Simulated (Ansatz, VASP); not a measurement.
One calculation of Mg3Te, two programs

The input INCAR:

```
SYSTEM = Mg3Te
PREC = Accurate
ENCUT = 520
EDIFF = 1E-7
ISMEAR = 0
SIGMA = 0.1
LREAL = .FALSE.
LASPH = .TRUE.
NELM = 100
ALGO = Normal
ISIF = 2
LWAVE = .FALSE.
LCHARG = .FALSE.
GGA = PE
NBANDS = 14
```

Contents of KPOINTS:

```
Automatic mesh
0
G
  4 4 4
  0 0 0
```

POSCAR

```
Mg3Te
1.0
   -2.7922021000      2.7922021000      2.7922021000
    2.7922021000     -2.7922021000      2.7922021000
    2.7922021000      2.7922021000     -2.7922021000
Mg Te
3 1
Direct
    0.0000000000      0.5000000000      0.5000000000
    0.5000000000      0.0000000000      0.5000000000
    0.5000000000      0.5000000000      0.0000000000
    0.0000000000      0.0000000000      0.0000000000
```

Input for Ansatz:

```yaml
crystal:
  lattice:
    - [-2.7922021, 2.7922021, 2.7922021]
    - [2.7922021, -2.7922021, 2.7922021]
    - [2.7922021, 2.7922021, -2.7922021]
  atoms:
    - { symbol: Mg, position: [0.0, 0.5, 0.5] }
    - { symbol: Mg, position: [0.5, 0.0, 0.5] }
    - { symbol: Mg, position: [0.5, 0.5, 0.0] }
    - { symbol: Te, position: [0.0, 0.0, 0.0] }
basis:
  ecutwfc: 420
kpoints:
  mp_grid: { grid: [4, 4, 4] }
hamiltonian:
  xc: pbe
scf:
  occupations: { method: gaussian, width: 0.1 }
  lower_state_search: "off"
output:
  forces: true
  stress: true
  eigenvalues: true
```

Change from the starting cell: species swapped into the Sb3Au type (Im-3m, No. 229).

Alike in both runs: task single point; functional PBE; k mesh 4 × 4 × 4; occupations gaussian, width 0.1 eV; no spin polarisation.

|  | VASP | Ansatz |
| --- | --- | --- |
| version | VASP 6.6.1 | Ansatz 0.2.0 |
| potentials or method | VASP PAW PBE potentials, release 64 (Mg, Te), cutoff 520 eV | scalar-relativistic, plane waves, PAW |
| valence electrons in the cell | 12 | 46 |

|  | VASP | Ansatz | Ansatz less VASP |
| --- | --- | --- | --- |
| gap on the k mesh at the Fermi level (eV) | none | none | - |
| pressure (GPa) | 13.3 | 13.4 | +0.01 |

A gap of «none» marks a metal or a gap that the smearing closes. The functional is the same, so the differences come from potentials, cutoffs and numerics. VASP's potentials hold 12 valence electrons a cell and Ansatz's 46, so a difference there can come from the potentials and not from the codes.

The k mesh is coarse, so the values compare programs but aren't converged. Spin-orbit coupling is off throughout.
